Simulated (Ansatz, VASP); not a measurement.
## InPd: VASP beside Ansatz

```xyz
2
Lattice="0.0000 2.7461 2.7461 2.7461 0.0000 2.7461 2.7461 2.7461 0.0000" Properties=species:S:1:pos:R:3 pbc="T T T"
In    0.0000    0.0000    0.0000
Pd    2.7461    2.7461    2.7461
```

Alike in both runs: task relaxation of cell and atoms; functional HF; k mesh 4 × 4 × 4; occupations fermi-dirac, width 0.05 eV; no spin polarisation.

|  | VASP | Ansatz |
| --- | --- | --- |
| version | VASP 6.6.1 | Ansatz 0.2.0 |
| potentials or method | VASP PAW PBE potentials, release 64 (In_d, Pd) | Ansatz PAW |
| plane-wave cutoff (eV) | 600 | 420 |
| valence electrons in the cell | 23 | 31 |

VASP gave:

```
gap on the k mesh at the Fermi level, each at its own relaxed structure (eV)  : none
relaxed volume (Å³/atom)                                                      : 21.14
relaxed length of the cell vector where the two differ most in proportion (Å) : 3.910
```

Q: Estimate Ansatz's values.

A: gap on the k mesh at the Fermi level, each at its own relaxed structure (eV): none; relaxed volume (Å³/atom): 21.18; relaxed length of the cell vector where the two differ most in proportion (Å): 3.913.

VASP's potentials were made for PBE, not for HF. A gap of «none» marks a metal or a gap that the smearing closes. VASP's potentials hold 23 valence electrons a cell and Ansatz's 31, so a difference there can come from the potentials and not from the codes.

The k mesh is coarse, so the values compare programs but aren't converged. Noted on Ansatz's run: the plane-wave basis is chosen anew once the cell has moved, so the energies of steps on either side of that aren't comparable.
